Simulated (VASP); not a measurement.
# Ti3Ag (P4/mmm) in VASP: a series of runs

Runs on Ti3Ag. Level: LDA. Tasks: electric field gradients.

Everything below comes from runs of VASP 6.6.1. Logs are shortened: lines on timing, memory, paths and dates and some standing lists are left out, and cuts for length are marked.

**1. The cell of the first run**

Symmetry: P4/mmm, No. 123, tetragonal system. Conventional cell: a = 4.187 Å, b = 4.187 Å, c = 3.950 Å, α = 90.00°, β = 90.00°, γ = 90.00°. Within 4.0 Å of Ti (site symmetry mmm) lie 10 Ti at 2.88 to 3.95 Å and 4 Ag at 2.88 Å. Ti (site symmetry 4/mmm) has 10 Ti at 2.88 to 3.95 Å and 4 Ag at 2.96 Å within 4.0 Å. Within 4.0 Å of Ag (site symmetry 4/mmm) lie 12 Ti at 2.88 to 2.96 Å and 2 Ag at 3.95 Å.

**2. Electric field gradients, LDA**

The input, INCAR:

```
  ALGO = Normal
  EDIFF = 1E-8
  ENCUT = 520
  ISIF = 2
  ISMEAR = -1
  LASPH = T
  LCHARG = F
  LEFG = T
  LREAL = F
  LWAVE = F
  NBANDS = 32
  NELM = 100
  PREC = Accurate
  SIGMA = 0.08
```

The input, KPOINTS:

```
k-points
0
Gamma
  9 9 9
```

The input, POSCAR:

```
Ti3Ag
1.0
    4.1870000000      0.0000000000      0.0000000000
    0.0000000000      4.1870000000      0.0000000000
    0.0000000000      0.0000000000      3.9500000000
Ti Ag
3 1
Direct
    0.0000000000      0.5000000000      0.5000000000
    0.5000000000      0.0000000000      0.5000000000
    0.5000000000      0.5000000000      0.0000000000
    0.0000000000      0.0000000000      0.0000000000
```

Potentials or basis: VASP PAW LDA potentials, release 64 (Ti_sv, Ag).

On the command line:

```console
$ cat potpaw_LDA.64/Ti_sv/POTCAR potpaw_LDA.64/Ag/POTCAR > POTCAR
$ mpirun -np 1 vasp_std > vasp.out
```

OUTCAR:

```text
EDIFF = 1E-8
   ENCUT = 520
   ISIF = 2
   ISMEAR = -1
   LASPH = T
   LREAL = F
   NELM = 100
   PREC = Accurate

 ion  position               nearest neighbor table
   1  0.000  0.500  0.500-   3 2.88   4 2.88   3 2.88   4 2.88   4 2.88   4 2.88   3 2.88   3 2.88

   2  0.500  0.000  0.500-   3 2.88   4 2.88   3 2.88   4 2.88   3 2.88   3 2.88   4 2.88   4 2.88

   3  0.500  0.500  0.000-   1 2.88   2 2.88   1 2.88   2 2.88   2 2.88   2 2.88   1 2.88   1 2.88
                             4 2.96   4 2.96   4 2.96   4 2.96
   4  0.000  0.000  0.000-   1 2.88   2 2.88   1 2.88   2 2.88   1 2.88   1 2.88   2 2.88   2 2.88
                             3 2.96   3 2.96   3 2.96   3 2.96

  LATTYP: Found a simple tetragonal cell.
 ALAT       =     4.1870000000
 C/A-ratio  =     0.9433962264

  Lattice vectors:

 A1 = (   4.1870000000,   0.0000000000,   0.0000000000)
 A2 = (   0.0000000000,   4.1870000000,   0.0000000000)
 A3 = (   0.0000000000,   0.0000000000,   3.9500000000)

Analysis of symmetry for initial positions (statically):
=====================================================================
 Subroutine PRICEL returns:
 Original cell was already a primitive cell.

 Routine SETGRP: Setting up the symmetry group for a
 simple tetragonal supercell.

 Subroutine GETGRP returns: Found 16 space group operations
 (whereof 16 operations were pure point group operations)
 out of a pool of 16 trial point group operations.

The static configuration has the point symmetry D_4h.

Analysis of symmetry for dynamics (positions and initial velocities):
=====================================================================
 Subroutine PRICEL returns:
 Original cell was already a primitive cell.

 Routine SETGRP: Setting up the symmetry group for a
 simple tetragonal supercell.

 Subroutine GETGRP returns: Found 16 space group operations
 (whereof 16 operations were pure point group operations)
 out of a pool of 16 trial point group operations.

The dynamic configuration has the point symmetry D_4h.

 Subroutine INISYM returns: Found 16 space group operations
 (whereof 16 operations are pure point group operations),
 and found     1 'primitive' translations

----------------------------------------------------------------------------------------

                                     Primitive cell

  volume of cell :      69.2473

  direct lattice vectors                    reciprocal lattice vectors
     4.187000000  0.000000000  0.000000000     0.238834488  0.000000000  0.000000000
     0.000000000  4.187000000  0.000000000     0.000000000  0.238834488  0.000000000
     0.000000000  0.000000000  3.950000000     0.000000000  0.000000000  0.253164557

  length of vectors
     4.187000000  4.187000000  3.950000000     0.238834488  0.238834488  0.253164557

  position of ions in fractional coordinates (direct lattice)
     0.000000000  0.500000000  0.500000000
     0.500000000  0.000000000  0.500000000
     0.500000000  0.500000000  0.000000000
     0.000000000  0.000000000  0.000000000

  ion indices of the primitive-cell ions
   primitive index   ion index
                 1           1
                 2           2
                 3           3
                 4           4

----------------------------------------------------------------------------------------

 KPOINTS: k-points

Automatic generation of k-mesh.
 Grid dimensions read from file:
 generate k-points for:    9    9    9

 Generating k-lattice:

  Cartesian coordinates                     Fractional coordinates (reciprocal lattice)
     0.026537165  0.000000000  0.000000000     0.111111111  0.000000000  0.000000000
     0.000000000  0.026537165  0.000000000     0.000000000  0.111111111  0.000000000
     0.000000000  0.000000000  0.028129395     0.000000000  0.000000000  0.111111111

  Length of vectors
     0.026537165  0.026537165  0.028129395

  Shift w.r.t. Gamma in fractional coordinates (k-lattice)
     0.000000000  0.000000000  0.000000000

 Subroutine IBZKPT returns following result:
 ===========================================

 Found     75 irreducible k-points:

 Following reciprocal coordinates:
            Coordinates               Weight
  0.000000  0.000000  0.000000      1.000000
  0.111111  0.000000  0.000000      4.000000
  0.222222  0.000000  0.000000      4.000000
  0.333333  0.000000  0.000000      4.000000
  0.444444  0.000000  0.000000      4.000000
  0.111111  0.111111  0.000000      4.000000
[... 16 lines left out ...]
  0.333333  0.111111  0.111111     16.000000
  0.444444  0.111111  0.111111     16.000000
 [... further k-points ...]
   k-points           NKPTS =     75   k-points in BZ     NKDIM =     75   number of bands    NBANDS=     32
   number of dos      NEDOS =    301   number of ions     NIONS =      4
   total plane-waves  NPLWV =  30720
   dimension x,y,z NGX =    32 NGY =   32 NGZ =   30
   dimension x,y,z NGXF=    64 NGYF=   64 NGZF=   60
   ions per type =               3   1
   NGX,Y,Z   is equivalent  to a cutoff of  12.71, 12.71, 12.63 a.u.
   NGXF,Y,Z  is equivalent  to a cutoff of  25.41, 25.41, 25.25 a.u.
 SYSTEM =  unknown system
   PREC   = accura    normal or accurate (medium, high low for compatibility)
   ISTART =      0    job   : 0-new  1-cont  2-samecut
   ICHARG =      2    charge: 1-file 2-atom 10-const
   ISPIN  =      1    spin polarized calculation?
   LNONCOLLINEAR =      F non collinear calculations
   LSORBIT =      F    spin-orbit coupling
   LASPH  =      T    aspherical Exc in radial PAW
   ENCUT  =  520.0 eV  38.22 Ry    6.18 a.u.   7.79  7.79  7.34*2*pi/ulx,y,z
   NELM   =    100;   NELMIN=  2; NELMDL= -5     # of ELM steps
   EDIFF  = 0.1E-07   stopping-criterion for ELM
   LREAL  =      F    real-space projection
   EDIFFG = 0.1E-06   stopping-criterion for IOM
   NSW    =      0    number of steps for IOM
   IBRION =     -1    ionic relax: 0-MD 1-quasi-New 2-CG
   NFREE  =      0    steps in history (QN), initial steepest desc. (CG)
   ISIF   =      2    stress and relaxation
   ISYM   =      2    0-nonsym 1-usesym 2-fastsym
   POTIM  = 0.5000    time-step for ionic-motion
   TEBEG  =    0.0;   TEEND  =   0.0 temperature during run
   PSTRESS=    0.0 pullay stress
   NELECT =      47.0000    total number of electrons
   NUPDOWN=      -1.0000    fix difference up-down
   EMIN   =  10.00;   EMAX   =-10.00  energy-range for DOS
   EFERMI =   0.00;   METHOD = LEGACY
   ISMEAR =    -1;   SIGMA  =   0.08  broadening in eV -4-tet -1-fermi 0-gaus
   EFERMI_NEDOS =   21; number of points for ismear=-14 and -15
   IALGO  =     38    algorithm
   IMIX   =      4    mixing-type and parameters
     AMIX     =   0.40;   BMIX     =  1.00
     AMIX_MAG =   1.60;   BMIX_MAG =  1.00
  volume/ion in A,a.u.               =      17.31       116.83
  Fermi-wavevector in a.u.,A,eV,Ry     =   1.438709  2.718767 28.162495  2.069885
  Thomas-Fermi vector in A             =   2.557646
   LORBIT       =      0    0 simple, 1 ext, 2 COOP (PROOUT), +10 PAW based schemes
   GGA     = CA    functional components
   LHFCALC =     F    Hartree Fock is set to
   AEXX    =    0.0000 exact exchange contribution
   IVDW    =     0    specifies the selected vdW correction
   LEPSILON=     F    determine dielectric tensor
   LRPA    =     F    only Hartree local field effects (RPA)
 non-spin polarized calculation
  energy-cutoff  :      520.00
  volume of cell :       69.25
 maximum number of plane-waves:      1887
 NGX is ok and might be reduce to    32
   NGX = 15   NGY = 15   NGZ = 15

 number of electron      46.9999996 magnetization

 Free energy of the ion-electron system (eV)
  ---------------------------------------------------
  ext. energy  EPLUGINS =         0.00000000
  ---------------------------------------------------
  free energy    TOTEN  =       -29.09552125 eV

  energy without entropy =      -28.93851591  energy(sigma->0) =      -29.01701858

 E-fermi :   8.0761     XC(G=0): -11.9792

 val. band max:        8.0687249411   @ k =   0.3333   0.2222   0.1111
 cond. band min:       8.0793712700   @ k =   0.4444   0.3333   0.3333
 fundamental gap:      0.0106463290
 Fermi energy:         8.0760595516

 k-point     1 :       0.0000    0.0000    0.0000
  band No.  band energies     occupation
      1     -48.0032      2.00000
      2     -47.9071      2.00000
      3     -47.8098      2.00000
      4     -24.7962      2.00000
      5     -24.7962      2.00000
      6     -24.7744      2.00000
[... 24 lines left out ...]
     31      11.1336      0.00000
     32      11.2581      0.00000

 k-point     2 :       0.1111    0.0000    0.0000
  band No.  band energies     occupation
      1     -48.0000      2.00000
      2     -47.9092      2.00000
      3     -47.8109      2.00000
      4     -24.7888      2.00000
      5     -24.7843      2.00000
      6     -24.7671      2.00000
[... 24 lines left out ...]
     31      11.0917      0.00000
     32      11.1806      0.00000

 k-point     3 :       0.2222    0.0000    0.0000
  band No.  band energies     occupation
      1     -47.9909      2.00000
      2     -47.9155      2.00000
      3     -47.8135      2.00000
      4     -24.7680      2.00000
      5     -24.7502      2.00000
      6     -24.7471      2.00000
[... 24 lines left out ...]
     31      10.8461      0.00000
     32      10.9286      0.00000

 k-point     4 :       0.3333    0.0000    0.0000
  band No.  band energies     occupation
      1     -47.9775      2.00000
      2     -47.9259      2.00000
      3     -47.8164      2.00000
      4     -24.7383      2.00000
      5     -24.7200      2.00000
      6     -24.6998      2.00000
[... 654 lines left out ...]
     31      10.7990      0.00000
     32      10.9457      0.00000

 k-point    23 :       0.3333    0.1111    0.1111
  band No.  band energies     occupation
      1     -47.9732      2.00000
      2     -47.9263      2.00000
      3     -47.8200      2.00000
      4     -24.7644      2.00000
      5     -24.7012      2.00000
      6     -24.6786      2.00000
[... 24 lines left out ...]
     31      10.5390      0.00000
     32      10.7606      0.00000

 k-point    24 :       0.4444    0.1111    0.1111
  band No.  band energies     occupation
      1     -47.9595      2.00000
      2     -47.9381      2.00000
      3     -47.8218      2.00000
      4     -24.7312      2.00000
      5     -24.6825      2.00000
      6     -24.6687      2.00000
[... 24 lines left out ...]
     31      10.2970      0.00000
     32      10.4546      0.00000

 [... further k-points ...]

------------------------ aborting loop because EDIFF is reached ----------------------------------------

  FORCE on cell =-STRESS in cart. coord.  units (eV):
  Direction    XX          YY          ZZ          XY          YZ          ZX
  --------------------------------------------------------------------------------------
  -------------------------------------------------------------------------------------
  Total       -4.5385512     -4.5385512     -3.6142592      0.0000000     -0.0000000      0.0000000
  in kB     -105.0085855   -105.0085855    -83.6232152      0.0000000     -0.0000000      0.0000000
  external PRESSURE =     -97.8801287 kB  Pullay stress =       0.0000000 kB

 VOLUME and BASIS-vectors are now :
 -----------------------------------------------------------------------------
  energy-cutoff  :      520.00
  volume of cell :       69.25
      direct lattice vectors                 reciprocal lattice vectors
     4.187000000  0.000000000  0.000000000     0.238834488  0.000000000  0.000000000
     0.000000000  4.187000000  0.000000000     0.000000000  0.238834488  0.000000000
     0.000000000  0.000000000  3.950000000     0.000000000  0.000000000  0.253164557

 POSITION                                       TOTAL-FORCE (eV/Angst)
 -----------------------------------------------------------------------------------
      0.00000      2.09350      1.97500         0.000000      0.000000      0.000000
      2.09350      0.00000      1.97500         0.000000      0.000000      0.000000
      2.09350      2.09350      0.00000         0.000000      0.000000      0.000000
      0.00000      0.00000      0.00000         0.000000      0.000000      0.000000
 -----------------------------------------------------------------------------------
    total drift:                                0.000000     -0.000000     -0.000000

  FREE ENERGIE OF THE ION-ELECTRON SYSTEM (eV)
  ---------------------------------------------------
  free  energy   TOTEN  =       -29.0955212510 eV

  energy  without entropy=      -28.9385159097  energy(sigma->0) =      -29.01701858

 Electric field gradients (V/A^2)
---------------------------------------------------------------------
 ion       V_xx      V_yy      V_zz      V_xy      V_xz      V_yz
---------------------------------------------------------------------
   1       0.818    -0.962     0.143    -0.000     0.000    -0.000
   2      -0.962     0.818     0.143     0.000    -0.000    -0.000
   3       4.193     4.193    -8.386    -0.000    -0.000    -0.000
   4      -1.134    -1.134     2.269     0.000     0.000    -0.000
---------------------------------------------------------------------

 Electric field gradients after diagonalization (V/A^2)
 (convention: |V_zz| > |V_xx| > |V_yy|)
----------------------------------------------------------------------
 ion       V_xx      V_yy      V_zz     asymmetry (V_yy - V_xx)/ V_zz
----------------------------------------------------------------------
   1       0.818     0.143    -0.962       0.702
   2       0.818     0.143    -0.962       0.702
   3       4.193     4.193    -8.386       0.000
   4      -1.134    -1.134     2.269       0.000
----------------------------------------------------------------------

           NMR quadrupolar parameters

 Cq : quadrupolar parameter    Cq=e*Q*V_zz/h
 eta: asymmetry parameters     (V_yy - V_xx)/ V_zz
 Q  : nuclear electric quadrupole moment in mb (millibarn)
----------------------------------------------------------------------
 ion       Cq(MHz)       eta       Q (mb)
----------------------------------------------------------------------
   1      -0.002       0.702       1.000
   2      -0.002       0.702       1.000
   3      -0.020       0.000       1.000
   4       0.005       0.000       1.000
----------------------------------------------------------------------
```

It took 2 min on 1 thread of Intel Xeon Platinum 8259CL at 2.50GHz (Skylake/Cascade Lake), shared host; peak memory 0.26 GiB.

What came out:

- Free energy: -29.0955 eV
- Pressure: -9.8 GPa
- Band gap on the k mesh: zero (an odd number of electrons rules out a gap without spin polarisation)
- Largest electric field gradient by atom: Ti -1.0, -8.4 (each value once); Ag +2.3 V/Å²

Stress tensor (GPa, compression positive):
```
-10.50   0.00   0.00
  0.00 -10.50   0.00
  0.00   0.00  -8.36
```

Electric field gradients, principal values (V/Å²):
| atom | least | middle | greatest (by size) |
| --- | --- | --- | --- |
| 1 Ti | 0.143 | 0.818 | -0.962 |
| 2 Ti | 0.143 | 0.818 | -0.962 |
| 3 Ti | 4.193 | 4.193 | -8.386 |
| 4 Ag | -1.134 | -1.134 | 2.269 |

Caveat: the cell stands under tension; without QUAD_EFG the Cq values of the log hold for a quadrupole moment of 1 mb, not for the nuclei.

(Continued in part 2 of 2.)
